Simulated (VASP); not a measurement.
# Nb (Im-3m) in VASP: further runs

The runs below take Nb through relaxation of cell and atoms, single point, with revPBE, TPSS, LDA.

All numbers are computed with VASP 6.6.1; they aren't measurements. Logs are shortened: lines on timing, memory, paths and dates and some standing lists are left out, and cuts for length are marked.

**1. The cell of the first run**

The structure is cubic, space group Im-3m (No. 229). The conventional cell has a = 3.328 Å, b = 3.328 Å, c = 3.328 Å, α = 90.00°, β = 90.00°, γ = 90.00°. Within 3.8 Å of Nb (site symmetry m-3m) lie 14 Nb at 2.88 to 3.33 Å.

**2. Relaxation of cell and atoms, revPBE**

Contents of INCAR:

```
SYSTEM = Nb
PREC = Accurate ; ENCUT = 500
EDIFF = 1E-7 ; ISMEAR = -1
SIGMA = 0.05 ; LREAL = .FALSE.
LASPH = .TRUE. ; NELM = 120
ALGO = Normal ; ISIF = 3
LWAVE = .FALSE. ; LCHARG = .FALSE.
GGA = RE ; IBRION = 2
NSW = 60 ; EDIFFG = -0.01
GGA_COMPAT = .FALSE. ; NELMIN = 4
```

Contents of KPOINTS:

```
regular mesh
0
G
  11 11 11
  0 0 0
```

Contents of POSCAR:

```
Nb
1.0
   -1.6639500000      1.6639500000      1.6639500000
    1.6639500000     -1.6639500000      1.6639500000
    1.6639500000      1.6639500000     -1.6639500000
Nb
1
Direct
    0.0000000000      0.0000000000      0.0000000000
```

Potentials or basis: VASP PAW PBE potentials, release 64 (Nb_sv).

Command:

```console
$ cat potpaw_PBE.64/Nb_sv/POTCAR > POTCAR
$ mpirun -np 1 vasp_std > vasp.out
```

OUTCAR:

```text
SYSTEM = Nb
   PREC = Accurate
   ENCUT = 500
   EDIFF = 1E-7
   ISMEAR = -1
   LREAL = .FALSE.
   LASPH = .TRUE.
   NELM = 120
   ISIF = 3
   GGA = RE
   IBRION = 2
   NSW = 60
   EDIFFG = -0.01
   NELMIN = 4

 ion  position               nearest neighbor table
   1  0.000  0.000  0.000-

  LATTYP: Found a body centered cubic cell.
 ALAT       =     3.3279000000

  Lattice vectors:

 A1 = (  -1.6639500000,   1.6639500000,   1.6639500000)
 A2 = (   1.6639500000,  -1.6639500000,   1.6639500000)
 A3 = (   1.6639500000,   1.6639500000,  -1.6639500000)

Analysis of symmetry for initial positions (statically):
=====================================================================
 Subroutine PRICEL returns:
 Original cell was already a primitive cell.

 Routine SETGRP: Setting up the symmetry group for a
 body centered cubic supercell.

 Subroutine GETGRP returns: Found 48 space group operations
 (whereof 48 operations were pure point group operations)
 out of a pool of 48 trial point group operations.

The static configuration has the point symmetry O_h .

Analysis of symmetry for dynamics (positions and initial velocities):
=====================================================================
 Subroutine PRICEL returns:
 Original cell was already a primitive cell.

 Routine SETGRP: Setting up the symmetry group for a
 body centered cubic supercell.

 Subroutine GETGRP returns: Found 48 space group operations
 (whereof 48 operations were pure point group operations)
 out of a pool of 48 trial point group operations.

The dynamic configuration has the point symmetry O_h .

 Subroutine INISYM returns: Found 48 space group operations
 (whereof 48 operations are pure point group operations),
 and found     1 'primitive' translations

----------------------------------------------------------------------------------------

                                     Primitive cell

  volume of cell :      18.4281

  direct lattice vectors                    reciprocal lattice vectors
    -1.663950000  1.663950000  1.663950000     0.000000000  0.300489798  0.300489798
     1.663950000 -1.663950000  1.663950000     0.300489798  0.000000000  0.300489798
     1.663950000  1.663950000 -1.663950000     0.300489798  0.300489798  0.000000000

  length of vectors
     2.882045941  2.882045941  2.882045941     0.424956748  0.424956748  0.424956748

  position of ions in fractional coordinates (direct lattice)
     0.000000000  0.000000000  0.000000000

  ion indices of the primitive-cell ions
   primitive index   ion index
                 1           1

----------------------------------------------------------------------------------------

 KPOINTS: regular mesh

Automatic generation of k-mesh.
 Grid dimensions read from file:
 generate k-points for:   11   11   11

 Generating k-lattice:

  Cartesian coordinates                     Fractional coordinates (reciprocal lattice)
     0.000000000  0.027317254  0.027317254     0.090909091  0.000000000  0.000000000
     0.027317254  0.000000000  0.027317254     0.000000000  0.090909091  0.000000000
     0.027317254  0.027317254  0.000000000     0.000000000  0.000000000  0.090909091

  Length of vectors
     0.038632432  0.038632432  0.038632432

  Shift w.r.t. Gamma in fractional coordinates (k-lattice)
     0.000000000  0.000000000  0.000000000

 Subroutine IBZKPT returns following result:
 ===========================================

 Found     56 irreducible k-points:

 Following reciprocal coordinates:
            Coordinates               Weight
  0.000000  0.000000  0.000000      1.000000
  0.090909  0.000000  0.000000     12.000000
  0.181818  0.000000  0.000000     12.000000
  0.272727  0.000000  0.000000     12.000000
  0.363636  0.000000  0.000000     12.000000
  0.454545  0.000000  0.000000     12.000000
[... 16 lines left out ...]
  0.272727  0.181818  0.090909     48.000000
  0.363636  0.181818  0.090909     24.000000
 [... further k-points ...]
   k-points           NKPTS =     56   k-points in BZ     NKDIM =     56   number of bands    NBANDS=     10
   number of dos      NEDOS =    301   number of ions     NIONS =      1
   total plane-waves  NPLWV =  13824
   dimension x,y,z NGX =    24 NGY =   24 NGZ =   24
   dimension x,y,z NGXF=    48 NGYF=   48 NGZF=   48
   ions per type =               1
   NGX,Y,Z   is equivalent  to a cutoff of  13.84, 13.84, 13.84 a.u.
   NGXF,Y,Z  is equivalent  to a cutoff of  27.69, 27.69, 27.69 a.u.
 SYSTEM =  Nb
   PREC   = accura    normal or accurate (medium, high low for compatibility)
   ISTART =      0    job   : 0-new  1-cont  2-samecut
   ICHARG =      2    charge: 1-file 2-atom 10-const
   ISPIN  =      1    spin polarized calculation?
   LNONCOLLINEAR =      F non collinear calculations
   LSORBIT =      F    spin-orbit coupling
   LASPH  =      T    aspherical Exc in radial PAW
   ENCUT  =  500.0 eV  36.75 Ry    6.06 a.u.   5.25  5.25  5.25*2*pi/ulx,y,z
   NELM   =    120;   NELMIN=  4; NELMDL= -5     # of ELM steps
   EDIFF  = 0.1E-06   stopping-criterion for ELM
   LREAL  =      F    real-space projection
   EDIFFG = -.1E-01   stopping-criterion for IOM
   NSW    =     60    number of steps for IOM
   IBRION =      2    ionic relax: 0-MD 1-quasi-New 2-CG
   NFREE  =      1    steps in history (QN), initial steepest desc. (CG)
   ISIF   =      3    stress and relaxation
   ISYM   =      2    0-nonsym 1-usesym 2-fastsym
   POTIM  = 0.5000    time-step for ionic-motion
   TEBEG  =    0.0;   TEEND  =   0.0 temperature during run
   PSTRESS=    0.0 pullay stress
   NELECT =      13.0000    total number of electrons
   NUPDOWN=      -1.0000    fix difference up-down
   EMIN   =  10.00;   EMAX   =-10.00  energy-range for DOS
   EFERMI =   0.00;   METHOD = LEGACY
   ISMEAR =    -1;   SIGMA  =   0.05  broadening in eV -4-tet -1-fermi 0-gaus
   EFERMI_NEDOS =   21; number of points for ismear=-14 and -15
   IALGO  =     38    algorithm
   IMIX   =      4    mixing-type and parameters
     AMIX     =   0.40;   BMIX     =  1.00
     AMIX_MAG =   1.60;   BMIX_MAG =  1.00
  volume/ion in A,a.u.               =      18.43       124.36
  Fermi-wavevector in a.u.,A,eV,Ry     =   1.457345  2.753983 28.896790  2.123854
  Thomas-Fermi vector in A             =   2.574157
   LORBIT       =      0    0 simple, 1 ext, 2 COOP (PROOUT), +10 PAW based schemes
   GGA     = RE    functional components
   LHFCALC =     F    Hartree Fock is set to
   AEXX    =    0.0000 exact exchange contribution
   IVDW    =     0    specifies the selected vdW correction
   LEPSILON=     F    determine dielectric tensor
   LRPA    =     F    only Hartree local field effects (RPA)
 conjugate gradient relaxation of ions
 non-spin polarized calculation
  energy-cutoff  :      500.00
  volume of cell :       18.43
 maximum number of plane-waves:       478
 NGX is ok and might be reduce to    24
   NGX = 11   NGY = 11   NGZ = 11

--------------------------------------- Ionic step        1  -------------------------------------------

 number of electron      12.9999999 magnetization

 Free energy of the ion-electron system (eV)
  ---------------------------------------------------
  ext. energy  EPLUGINS =         0.00000000
  ---------------------------------------------------
  free energy    TOTEN  =        -9.80807437 eV

  energy without entropy =       -9.79355449  energy(sigma->0) =       -9.80081443

------------------------ aborting loop because EDIFF is reached ----------------------------------------

  FORCE on cell =-STRESS in cart. coord.  units (eV):
  Direction    XX          YY          ZZ          XY          YZ          ZX
  --------------------------------------------------------------------------------------
  -------------------------------------------------------------------------------------
  Total       -0.0395643     -0.0395643     -0.0395643     -0.0000000     -0.0000000     -0.0000000
  in kB       -3.4398004     -3.4398004     -3.4398004     -0.0000000     -0.0000000     -0.0000000
  external PRESSURE =      -3.4398004 kB  Pullay stress =       0.0000000 kB
[... 55 lines left out ...]
  energy  without entropy=       -9.7933572253  energy(sigma->0) =       -9.80067146

--------------------------------------- Ionic step        3  -------------------------------------------

 number of electron      12.9999999 magnetization

 Free energy of the ion-electron system (eV)
  ---------------------------------------------------
  ext. energy  EPLUGINS =         0.00000000
  ---------------------------------------------------
  free energy    TOTEN  =        -9.80811577 eV

  energy without entropy =       -9.79355723  energy(sigma->0) =       -9.80083650

 E-fermi :  10.9083     XC(G=0): -12.3470

 val. band max:       10.9036918513   @ k =  -0.1818   0.1818   0.0909
 cond. band min:      10.9630155815   @ k =   0.0909   0.0909   0.0000
 fundamental gap:      0.0593237301
 Fermi energy:        10.9083056174

 k-point     1 :       0.0000    0.0000    0.0000
  band No.  band energies     occupation
      1     -43.4761      2.00000
      2     -18.8170      2.00000
      3     -18.8170      2.00000
      4     -18.8170      2.00000
      5       5.0451      2.00000
      6      11.3150      0.00059
      7      11.3150      0.00059
      8      11.3150      0.00059
      9      14.1573      0.00000
     10      14.1573      0.00000
[... 287 lines left out ...]
 k-point    24 :       0.3636    0.1818    0.0909
  band No.  band energies     occupation
      1     -43.2391      2.00000
      2     -19.8627      2.00000
      3     -19.3914      2.00000
      4     -19.0270      2.00000
      5       8.5999      2.00000
      6       9.4140      2.00000
      7      11.2238      0.00363
      8      14.5274      0.00000
      9      14.9219      0.00000
     10      19.7701      0.00000

 [... further k-points ...]

------------------------ aborting loop because EDIFF is reached ----------------------------------------

  FORCE on cell =-STRESS in cart. coord.  units (eV):
  Direction    XX          YY          ZZ          XY          YZ          ZX
  --------------------------------------------------------------------------------------
  -------------------------------------------------------------------------------------
  Total        0.0005225      0.0005225      0.0005225     -0.0000000      0.0000000     -0.0000000
  in kB        0.0455223      0.0455223      0.0455223     -0.0000000      0.0000000     -0.0000000
  external PRESSURE =       0.0455223 kB  Pullay stress =       0.0000000 kB
[... 16 lines left out ...]
  FREE ENERGIE OF THE ION-ELECTRON SYSTEM (eV)
  ---------------------------------------------------
  free  energy   TOTEN  =        -9.8081157733 eV

  energy  without entropy=       -9.7935572294  energy(sigma->0) =       -9.80083650

 reached required accuracy - stopping structural energy minimisation
```

It took 9.8 s on 1 thread of Intel Xeon 6975P-C (Granite Rapids), shared host; peak memory 0.14 GiB.

Results:

```
Free energy                           : -9.8081 eV
Relaxed volume                        : 18.39 Å³/atom
Relaxed cell                          : a = 2.880 Å, b = 2.880 Å, c = 2.880 Å, α = 109.47°, β = 109.47°, γ = 109.47°
Space group after relaxing (to 0.1 Å) : Im-3m (No. 229)
Energy gained by relaxing             : 0.0 meV/atom
Ionic steps                           : 3
Pressure after relaxing               : 0.0 GPa
Band gap on the k mesh                : zero (an odd number of electrons rules out a gap without spin polarisation)
```

Final structure:
```
Nb
1.0
    -1.66279    1.66279    1.66279
     1.66279   -1.66279    1.66279
     1.66279    1.66279   -1.66279
Nb
1
Direct
  0.00000 0.00000 0.00000
```

Levels at points of the mesh, in eV from the Fermi level:
```csv
k point,band 2,band 3,band 4,band 5,band 6,band 7,band 8,band 9,band 10
"(0.00, 0.00, 0.00)",-29.73,-29.73,-29.73,-5.86,0.41,0.41,0.41,3.25,3.25
```

Caveat: the PAW data sets were made with another functional, which shifts forces and pressure a little.

**3. Single point, TPSS**

POSCAR is that of step 2.

Contents of INCAR.step1:

```
SYSTEM = Nb
ALGO = Normal
EDIFF = 1E-5
ENCUT = 440
GGA = PE
GGA_COMPAT = .False.
ISIF = 2
ISMEAR = 1
LASPH = .True.
LCHARG = .True.
LREAL = .False.
LWAVE = .True.
NELM = 100
PREC = Accurate
SIGMA = 0.1
```

Contents of INCAR.step2:

```
SYSTEM = Nb
ALGO = All
EDIFF = 1E-6
ENCUT = 440
GGA_COMPAT = .False.
ISEARCH = 1
ISIF = 2
ISMEAR = 1
ISTART = 1
LASPH = .True.
LCHARG = .False.
LMIXTAU = .True.
LREAL = .False.
LWAVE = .False.
METAGGA = TPSS
NELM = 100
PREC = Accurate
SIGMA = 0.1
```

Contents of KPOINTS:

```
k-points
0
Gamma
  11 11 11
```

Potentials or basis: VASP PAW PBE potentials, release 64 (Nb_sv).

Command:

```console
$ cat potpaw_PBE.64/Nb_sv/POTCAR > POTCAR
$ cp INCAR.step1 INCAR
$ mpirun -np 1 vasp_std > vasp.out
$ cp INCAR.step2 INCAR
$ mpirun -np 1 vasp_std > vasp.out
```

Wall time 28 s (1 thread of AMD EPYC 9R45 (Zen 5), shared host); peak memory 0.1 GiB.

Results (log left out):

- Free energy: -18.9006 eV
- Pressure: -4.5 GPa
- Band gap on the k mesh: zero (an odd number of electrons rules out a gap without spin polarisation)

Levels at points of the mesh, in eV from the Fermi level:
```
           k point  band 4  band 5  band 6  band 7  band 8  band 9
(0.00, 0.00, 0.00)  -30.09   -5.80    0.43    0.43    0.43    3.30
```

Caveat: the cell stands under tension; the PAW data sets were made with another functional, which shifts forces and pressure a little.

**4. Single point, LDA**

This run uses another cell than the first one, of 18.06 Å³/atom.

Contents of INCAR:

```
SYSTEM = Nb
PREC     = Accurate       ! precision mode
ENCUT    = 500            ! plane-wave cutoff, eV
EDIFF    = 1E-6           ! SCF threshold, eV
ISMEAR   = -1             ! smearing method
SIGMA    = 0.05           ! smearing width, eV
LREAL    = .False.        ! projectors in reciprocal space
LASPH    = .True.         ! aspherical terms in the spheres
NELM     = 120            ! most SCF steps
ALGO     = Normal         ! electronic algorithm
ISIF     = 2              ! what is computed and relaxed
LWAVE    = .False.        ! write WAVECAR
LCHARG   = .False.        ! write CHGCAR
GGA      = CA             ! functional
NBANDS   = 12             ! bands
GGA_COMPAT= .False.
```

Contents of KPOINTS:

```
Automatic mesh
0
Gamma
  11 11 11
  0 0 0
```

Contents of POSCAR:

```
Nb
1.0
   -1.6527822138      1.6527822138      1.6527822138
    1.6527822138     -1.6527822138      1.6527822138
    1.6527822138      1.6527822138     -1.6527822138
Nb
1
Direct
    0.0000000000      0.0000000000      0.0000000000
```

Potentials or basis: VASP PAW LDA potentials, release 64 (Nb_sv).

Command:

```console
$ cat potpaw_LDA.64/Nb_sv/POTCAR > POTCAR
$ mpirun -np 1 vasp_std > vasp.out
```

It took 6.4 s on 1 thread of AMD EPYC 9R45 (Zen 5), shared host; peak memory 0.1 GiB.

Results (log left out):

| Item | Value |
| --- | --- |
| Free energy | -11.2258 eV |
| Pressure | -8.7 GPa |
| Band gap on the k mesh | zero (an odd number of electrons rules out a gap without spin polarisation) |

Levels at points of the mesh, in eV from the Fermi level:
```tsv
k point	band 2	band 3	band 4	band 5	band 6	band 7	band 8	band 9	band 10	band 11
(0.00, 0.00, 0.00)	-29.48	-29.48	-29.48	-5.87	0.38	0.38	0.38	3.27	3.27	14.28
```

Caveat: the cell stands under tension.

**5. Overview**

| task | level | potentials or basis | cell | cutoff (eV) | smearing | dipole correction | tolerance level | purpose | gap on the mesh (eV) | pressure (GPa) |
| --- | --- | --- | --- | --- | --- | --- | --- | --- | --- | --- |
| relaxation of cell and atoms | revPBE | VASP PAW PBE potentials, release 64 (Nb_sv) | relaxed from a = 2.882 Å, angles 109.5°, 1 atom | 500 | fermi-dirac 0.05 eV | no | - | - | none | 0.0 |
| single point | TPSS | VASP PAW PBE potentials, release 64 (Nb_sv) | a = 2.882 Å, angles 109.5°, 1 atom | 440 | methfessel-paxton 0.1 eV | - | standard | a run that is hard to end | none | -4.5 |
| single point | LDA | VASP PAW LDA potentials, release 64 (Nb_sv) | a = 2.863 Å, angles 109.5°, 1 atom | 500 | fermi-dirac 0.05 eV | no | - | - | none | -8.7 |

Alike in all rows: no spin polarisation; k mesh 11 × 11 × 11.

Caveats: the PAW data sets were made with another functional, which shifts forces and pressure a little (at least some runs); the cell stands under tension (at least some runs).

Absolute energies hang on the potentials; compare differences alone.
